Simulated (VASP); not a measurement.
Crystal: FePt (Tetraferroplatinum).

```xyz
2
Lattice="2.7235 0.0000 0.0000 0.0000 2.7235 0.0000 0.0000 0.0000 3.7200" Properties=species:S:1:pos:R:3 pbc="T T T"
Pt    1.3618    1.3618    1.8600
Fe    0.0000    0.0000    0.0000
```

Base run:

| Quantity | Value |
| --- | --- |
| Program | VASP 6.6.1 |
| Functional | BLYP |
| Potentials or basis | VASP PAW PBE potentials, release 64 (Pt, Fe) |
| Cutoff | 520 eV |
| k mesh | 10 × 10 × 7 |
| Occupations | fermi-dirac, width 0.05 eV |
| Spin | collinear spin, ferromagnetic start |
| Starting moments | [0.0, 3.0] μB |

Its results: pressure 14.9 GPa; net moment 3.22 μB per cell; site moments Pt +0.34; Fe +2.85 μB.

After a change of settings the same cell gave: pressure 6.5 GPa; net moment 3.30 μB per cell; site moments Pt +0.34; Fe +2.94 μB. Which change was it?
A. further incar settings from ALGO = Normal; EDIFF = 1e-06; NBANDS = 20 to ALGO = Fast; EDIFF = 1e-06; NBANDS = 20
B. functional from BLYP to PBE; occupations from fermi-dirac, width 0.05 eV to gaussian, width 0.011 eV
C. functional from BLYP to PBE
D. functional from BLYP to revPBE

D.

Caveats: the PAW data sets were made with another functional, which shifts forces and pressure a little.
